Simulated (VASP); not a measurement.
# Mg2O (P1) in VASP: relaxation of cell and atoms with PBE

Aim: the relaxation of cell and atoms of Mg2O with PBE.

Everything below comes from runs of VASP 6.6.1. Logs are shortened: lines on timing, memory, paths and dates and some standing lists are left out, and cuts for length are marked.

### Step 1. The cell of the first run

The typed cell holds 3 atoms: a = 3.106 Å, b = 3.889 Å, c = 4.494 Å, α = 82.90°, β = 80.38°, γ = 89.65°.

The cell was built from a structure type or drawn by symmetry, and may not be a known phase.

### Step 2. Relaxation of cell and atoms, PBE

File INCAR:

```
SYSTEM = Mg2O
ALGO = Normal
EDIFF = 1E-6
EDIFFG = -0.08
ENCUT = 600
GGA = PE
IBRION = 2
ISIF = 3
ISMEAR = 0
LASPH = .True.
LCHARG = .False.
LREAL = .False.
LWAVE = .False.
NELM = 60
NSW = 36
PREC = Accurate
SIGMA = 0.2
```

File KPOINTS:

```
k-points
0
Gamma
  6 5 5
  0 0 0
```

File POSCAR:

```
Mg2O
1.0
    3.1060721600      0.0000000000      0.0000000000
    0.0237000700      3.8893778500      0.0000000000
    0.7509155500      0.5506765700      4.3968413300
Mg O
2 1
Direct
    0.4999026700      0.2340248100      0.2992755600
    0.9426047100      0.5963412500      0.8951776100
    0.8612790100      0.2005457000      0.5307668400
```

Potentials or basis: VASP PAW PBE potentials, release 64 (Mg, O).

Launch:

```sh
$ cat potpaw_PBE.64/Mg/POTCAR potpaw_PBE.64/O/POTCAR > POTCAR
$ mpirun -np 1 vasp_std > vasp.out
```

OUTCAR:

```text
SYSTEM = Mg2O
   EDIFF = 1E-6
   EDIFFG = -0.08
   ENCUT = 600
   GGA = PE
   IBRION = 2
   ISIF = 3
   ISMEAR = 0
   LASPH = .True.
   LREAL = .False.
   NELM = 60
   NSW = 36
   PREC = Accurate

 ion  position               nearest neighbor table
   1  0.500  0.234  0.299-   3 1.65   3 2.08   2 2.39   2 2.94   2 3.39   2 3.40   2 3.63   2 3.64

   2  0.943  0.596  0.895-   1 2.39   3 2.43   3 2.73   1 2.94   1 3.39   1 3.40   1 3.63   1 3.64

   3  0.861  0.201  0.531-   1 1.65   1 2.08   2 2.43   2 2.73

  LATTYP: Found a triclinic cell.
 ALAT       =     3.8894500580
 B/A-ratio  =     1.2835406995
 C/A-ratio  =     2.1296834373
 COS(alpha) =     0.0060654949
 COS(beta)  =     0.5320150447
 COS(gamma) =     0.7828860763

  Lattice vectors:

 A1 = (  -0.0237000700,  -3.8893778500,   0.0000000000)
 A2 = (  -3.1297722300,  -3.8893778500,   0.0000000000)
 A3 = (   5.4375287000,  -4.4400544200,  -4.3968413300)

Analysis of symmetry for initial positions (statically):
=====================================================================
 Subroutine PRICEL returns:
 Original cell was already a primitive cell.

 Routine SETGRP: Setting up the symmetry group for a
 triclinic supercell.

 Subroutine GETGRP returns: Found  1 space group operations
 (whereof  1 operations were pure point group operations)
 out of a pool of  2 trial point group operations.

The static configuration has the point symmetry C_1 .

Analysis of symmetry for dynamics (positions and initial velocities):
=====================================================================
 Subroutine PRICEL returns:
 Original cell was already a primitive cell.

 Routine SETGRP: Setting up the symmetry group for a
 triclinic supercell.

 Subroutine GETGRP returns: Found  1 space group operations
 (whereof  1 operations were pure point group operations)
 out of a pool of  2 trial point group operations.

The dynamic configuration has the point symmetry C_1 .

 Subroutine INISYM returns: Found  1 space group operations
 (whereof  1 operations are pure point group operations),
 and found     1 'primitive' translations

----------------------------------------------------------------------------------------
[... 117 lines left out ...]
  Fermi-wavevector in a.u.,A,eV,Ry     =   0.938276  1.773085 11.978054  0.880362
  Thomas-Fermi vector in A             =   2.065472
   LORBIT       =      0    0 simple, 1 ext, 2 COOP (PROOUT), +10 PAW based schemes
   GGA     = PE    functional components
   LHFCALC =     F    Hartree Fock is set to
   AEXX    =    0.0000 exact exchange contribution
   IVDW    =     0    specifies the selected vdW correction
   LEPSILON=     F    determine dielectric tensor
   LRPA    =     F    only Hartree local field effects (RPA)
 conjugate gradient relaxation of ions
 non-spin polarized calculation
 Gauss-broadening in eV      SIGMA  =   0.20
  energy-cutoff  :      600.00
  volume of cell :       53.12
 maximum number of plane-waves:      1789
 NGX is ok and might be reduce to    28
   NGX = 13   NGY = 15   NGZ = 17

--------------------------------------- Ionic step        1  -------------------------------------------

 number of electron      10.0000000 magnetization

 number of electron       9.9999999 magnetization

 Free energy of the ion-electron system (eV)
  ---------------------------------------------------
  ext. energy  EPLUGINS =         0.00000000
  ---------------------------------------------------
  free energy    TOTEN  =        -9.89324438 eV

  energy without entropy =       -9.88044196  energy(sigma->0) =       -9.88684317

------------------------ aborting loop because EDIFF is reached ----------------------------------------

  FORCE on cell =-STRESS in cart. coord.  units (eV):
  Direction    XX          YY          ZZ          XY          YZ          ZX
  --------------------------------------------------------------------------------------
  -------------------------------------------------------------------------------------
  Total        7.1934977     -1.7392266      5.3745383      0.9036034     -2.7725824      2.5464214
  in kB      216.9792576    -52.4607229    162.1135350     27.2556134    -83.6300904     76.8083423
  external PRESSURE =     108.8773566 kB  Pullay stress =       0.0000000 kB
[... 92 lines left out ...]
  FREE ENERGIE OF THE ION-ELECTRON SYSTEM (eV)
  ---------------------------------------------------
  free  energy   TOTEN  =       -11.1305870589 eV

  energy  without entropy=      -11.1163205548  energy(sigma->0) =      -11.12345381

[... ionic steps 4 to 12 ...]

--------------------------------------- Ionic step       13  -------------------------------------------

 number of electron      10.0000001 magnetization

------------------------ aborting loop because EDIFF is reached ----------------------------------------
[... 69 lines left out ...]
--------------------------------------- Ionic step       15  -------------------------------------------

 number of electron      10.0000001 magnetization

 Free energy of the ion-electron system (eV)
  ---------------------------------------------------
  ext. energy  EPLUGINS =         0.00000000
  ---------------------------------------------------
  free energy    TOTEN  =       -12.55050289 eV

  energy without entropy =      -12.54398083  energy(sigma->0) =      -12.54724186

 E-fermi :   3.3829     XC(G=0):  -8.9863

 val. band max:        3.3433371720   @ k =   0.5000   0.4000   0.0000
 cond. band min:       3.4805448623   @ k =   0.5000   0.2000   0.2000
 fundamental gap:      0.1372076904
 Fermi energy:         3.3828649367

 k-point     1 :       0.0000    0.0000    0.0000
  band No.  band energies     occupation
      1     -15.6833      2.00000
      2      -2.0366      2.00000
      3      -1.5115      2.00000
      4      -0.4603      2.00000
      5      -0.3974      2.00000
      6       5.4120      0.00000
      7       6.7436      0.00000
      8      12.1004      0.00000
      9      12.4051      0.00000
[... 265 lines left out ...]
 k-point    24 :       0.1667    0.2000    0.2000
  band No.  band energies     occupation
      1     -15.5211      2.00000
      2      -2.2855      2.00000
      3      -1.5095      2.00000
      4      -0.8697      2.00000
      5       0.6415      2.00000
      6       5.4557      0.00000
      7       7.2508      0.00000
      8       9.1672      0.00000
      9      10.1923      0.00000

 [... further k-points ...]
[... 5 lines left out ...]
  --------------------------------------------------------------------------------------
  -------------------------------------------------------------------------------------
  Total        0.0523435      0.0455030     -0.1023250     -0.0480816     -0.0491131      0.0613141
  in kB        1.7144198      1.4903718     -3.3514742     -1.5748281     -1.6086114      2.0082341
  external PRESSURE =      -0.0488942 kB  Pullay stress =       0.0000000 kB
[... 18 lines left out ...]
  FREE ENERGIE OF THE ION-ELECTRON SYSTEM (eV)
  ---------------------------------------------------
  free  energy   TOTEN  =       -12.5505028891 eV

  energy  without entropy=      -12.5439808298  energy(sigma->0) =      -12.54724186

 reached required accuracy - stopping structural energy minimisation
```

CONTCAR:

```text
Mg2O
   1.00000000000000
     3.1735980239188017   -0.0012563962734422   -0.2963325091963775
     0.0676963411981035    3.1500412252710168   -0.1929306861342271
     0.4042071600200524    0.3059447172547178    4.8372286712140546
  Mg              O
     2     1
Direct
     0.4285485391562024    0.1804530117690913    0.3212069405370098
     0.9437291631919804    0.6750452934325947    0.8294671913499926
     0.9315086876518092    0.1754134547983162    0.5745458781129914

  0.00000000E+00  0.00000000E+00  0.00000000E+00
  0.00000000E+00  0.00000000E+00  0.00000000E+00
  0.00000000E+00  0.00000000E+00  0.00000000E+00
```

Run time: 8.2 min. Hardware: 1 thread of Intel Xeon 8259CL, shared host; peak memory 0.23 GiB.

Results:

| Property | Result |
| --- | --- |
| Free energy | -12.5505 eV |
| Relaxed volume | 16.31 Å³/atom |
| Relaxed cell | a = 3.187 Å, b = 3.157 Å, c = 4.864 Å, α = 89.78°, β = 90.56°, γ = 88.47° |
| Space group after relaxing (to 0.1 Å) | C222 (No. 21) |
| Energy gained by relaxing | 885.8 meV/atom |
| Ionic steps | 15 |
| Pressure after relaxing | 0.0 GPa |
| Largest force after relaxing | 0.062 eV/Å |
| Band gap on the k mesh | zero (bands 5 and 6 overlap by 1.32 eV) |

Forces in eV/Å, atoms in the order of the input:
```
Mg   0.033 -0.022  0.038
Mg  -0.060 -0.011 -0.011
O    0.026  0.033 -0.026
```

The path:
```
step  energy change (eV)  largest force (eV/Å)  pressure (GPa)  volume (Å³)
   1              0.0000                7.0902           10.89        53.12
   2             -1.1160                1.6610           -5.80        62.36
   3             -1.2373                2.1787           -4.59        57.79
   4             -1.9754                1.2170           -4.41        54.84
   5             -2.2333                1.6274           -0.42        51.96
   6             -2.5459                0.7059           -0.45        50.40
   7             -2.5723                0.8159            0.72        49.72
   8             -2.5729                0.7775            0.53        49.82
   9             -2.6214                0.3528           -0.26        49.94
  10             -2.6225                0.2859           -0.24        49.93
  11             -2.6423                0.1946           -0.43        49.74
  12             -2.6471                0.2580           -0.56        49.58
  13             -2.6549                0.1196            0.08        48.96
  14             -2.6555                0.0952            0.32        48.74
  15             -2.6573                0.0618            0.00        48.92
```

Final structure:
```
Mg O
1.0
     3.17360   -0.00126   -0.29633
     0.06770    3.15004   -0.19293
     0.40421    0.30594    4.83723
Mg O
2 1
Direct
  0.42855 0.18045 0.32121
  0.94373 0.67505 0.82947
  0.93151 0.17541 0.57455
```

Levels at points of the mesh, in eV from the Fermi level:
```tsv
k point	band 3	band 4	band 5	band 6	band 7	band 8
(0.00, 0.00, 0.00)	-4.89	-3.84	-3.78	2.03	3.36	8.72
(0.50, 0.00, 0.00)	-4.82	-3.57	-0.98	-0.84	3.46	5.82
```

Caveat: a cell axis changed by over 15 % at a fixed basis, so the end point is rough; the relaxation stopped at a loose force limit of 0.08 eV/Å, so its end isn't a converged minimum.
